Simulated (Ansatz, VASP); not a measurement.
## Al in VASP and in Ansatz

File INCAR:

```
ALGO     = Fast           # electronic algorithm
EDIFF    = 1E-6           # SCF threshold, eV
ENCUT    = 520            # plane-wave cutoff, eV
GGA      = PE             # functional
ISIF     = 2              # what is computed and relaxed
ISMEAR   = 0              # smearing method
LASPH    = True           # aspherical terms in the spheres
LCHARG   = False          # write CHGCAR
LREAL    = False          # projectors in reciprocal space
LWAVE    = False          # write WAVECAR
NBANDS   = 10             # bands
NELM     = 100            # most SCF steps
PREC     = Accurate       # precision mode
SIGMA    = 0.15           # smearing width, eV
```

KPOINTS

```
k-points
0
Gamma
  20 20 12
```

File POSCAR:

```
Al
1.0
   -1.5743227167      1.5743227167      1.6175102401
    1.5743227167     -1.5743227167      1.6175102401
    3.1486454333      3.1486454333      0.0000000000
Al
2
Direct
    0.0390818832     -0.0390818832      0.0000000000
    0.4609181168      0.5390818832      0.5000000000
```

Input for Ansatz:

```yaml
crystal:
  lattice:
    - [-1.5743227167, 1.5743227167, 1.6175102401]
    - [1.5743227167, -1.5743227167, 1.6175102401]
    - [3.1486454333, 3.1486454333, 0.0]
  atoms:
    - { symbol: Al, position: [0.0390818832, -0.0390818832, 0.0] }
    - { symbol: Al, position: [0.4609181168, 0.5390818832, 0.5] }
basis:
  ecutwfc: 420
kpoints:
  mp_grid: { grid: [20, 20, 12] }
hamiltonian:
  xc: pbe
scf:
  occupations: { method: gaussian, width: 0.15 }
output:
  forces: true
  stress: true
  eigenvalues: true
```

Change from the starting cell: mode 1 frozen in at -0.179 Å, equal normal strain along x and y -0.0267.

Alike in both runs: task single point; functional PBE; k mesh 20 × 20 × 12; occupations gaussian, width 0.15 eV; no spin polarisation.

|  | VASP | Ansatz |
| --- | --- | --- |
| version | VASP 6.6.1 | Ansatz 0.2.0 |
| potentials or method | VASP PAW PBE potentials, release 64 (Al), cutoff 520 eV | scalar-relativistic, plane waves, PAW |
| valence electrons in the cell | 6 | 6 |

```csv
,VASP,Ansatz,Ansatz less VASP
gap on the k mesh at the Fermi level (eV),none,none,-
pressure (GPa),4.2,4.3,+0.02
"traceless stress, the component that is largest in VASP (GPa)",-0.82,-0.82,-0.001
rms of the force components (eV/Å),0.059,0.059,-0.0005
```

Atom by atom the forces differ by 0.001 eV/Å (rms over components). A gap of «none» marks a metal or a gap that the smearing closes. The functional is the same, so the differences come from potentials, cutoffs and numerics.
